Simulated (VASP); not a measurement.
Write the native input for VASP 6.6.1 that does the following.

* Task: single point
* Functional: LDA
* Potentials or basis: VASP PAW LDA potentials, release 64 (Ga_d, N)
* Cutoff: 520 eV
* k mesh: 14 × 14 × 14
* Occupations: gaussian, width 0.03 eV
* Spin: no spin polarisation
* Dipole correction: no
* Further INCAR settings: ALGO = Normal; EDIFF = 1e-06; NBANDS = 16

The structure of GaN lies in POSCAR:

```
GaN
1.0
    0.0000000000      2.0711779500      2.1352350000
    2.0711779500      0.0000000000      2.1352350000
    2.0711779500      2.0711779500      0.0000000000
Ga N
1 1
Direct
    0.0000000000      0.0000000000      0.0000000000
    0.5000000000      0.5000000000      0.5000000000
```

This cell differs from its parent crystal: strain -0.030 along x and y, +0.000 along z.

The input as run:

INCAR

```
ALGO = Normal ; EDIFF = 1E-6
ENCUT = 520 ; GGA = CA
ISIF = 2 ; ISMEAR = 0
LASPH = T ; LCHARG = T
LELF = T ; LREAL = F
LVHAR = T ; LWAVE = F
NBANDS = 16 ; NELM = 60
PREC = Accurate ; SIGMA = 0.03
```

KPOINTS

```
k-points
0
Gamma
  14 14 14
```

Potentials or basis: VASP PAW LDA potentials, release 64 (Ga_d, N).

The run is started by

```console
$ cat potpaw_LDA.64/Ga_d/POTCAR potpaw_LDA.64/N/POTCAR > POTCAR
$ mpirun -np 1 vasp_std > vasp.out
```

Results of the run:

```
Pressure               : 1.1 GPa
Band gap on the k mesh : 0.46 eV (least direct gap 3.05 eV)
```

Caveat: the cell differs from its parent crystal (strain -0.030 along x and y, +0.000 along z).

Run time: 79 s on 1 thread of Intel Xeon 8259CL (shared host), peak memory 0.19 GiB.
